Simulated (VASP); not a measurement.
Input of a VASP 6.6.1 run:

Contents of INCAR:

```
SYSTEM = W
PREC = Accurate
ENCUT = 520
EDIFF = 1E-6
ISMEAR = -1
SIGMA = 0.1
LREAL = .False.
LASPH = .True.
NELM = 80
ALGO = Normal
ISIF = 2
LWAVE = .False.
LCHARG = .False.
GGA = RE
NBANDS = 28
```

File KPOINTS:

```
Automatic mesh
0
Gamma
  9 9 13
  0 0 0
```

Contents of POSCAR:

```
W
1.0
    4.6379228598      0.0000000000      0.0000000000
   -2.3189614299      4.0165590174      0.0000000000
    0.0000000000      0.0000000000      2.5825405086
W
3
Direct
    0.0000000000      1.0000000000      0.0000000000
    0.3333333333      0.6666666667      0.5000000000
    0.6666666667      0.3333333333      0.5000000000
```

Potentials or basis: VASP PAW PBE potentials, release 64 (W_sv).

The run is started by

```sh
$ cat potpaw_PBE.64/W_sv/POTCAR > POTCAR
$ mpirun -np 1 vasp_std > vasp.out
```

**Question.** Estimate the pressure.

**Answer.** 12.8 GPa.

**Question.** What does it give for the band gap on the k mesh?

**Answer.** Zero (bands 21 and 22 overlap by 0.77 eV).

Stress tensor (GPa, compression positive):
```
12.54  0.00  0.00
 0.00 12.54  0.00
 0.00  0.00 13.20
```

Caveat: the cell stands under pressure; the PAW data sets were made with another functional, which shifts forces and pressure a little; spin-orbit coupling is left out, which moves the levels of the heavy elements.
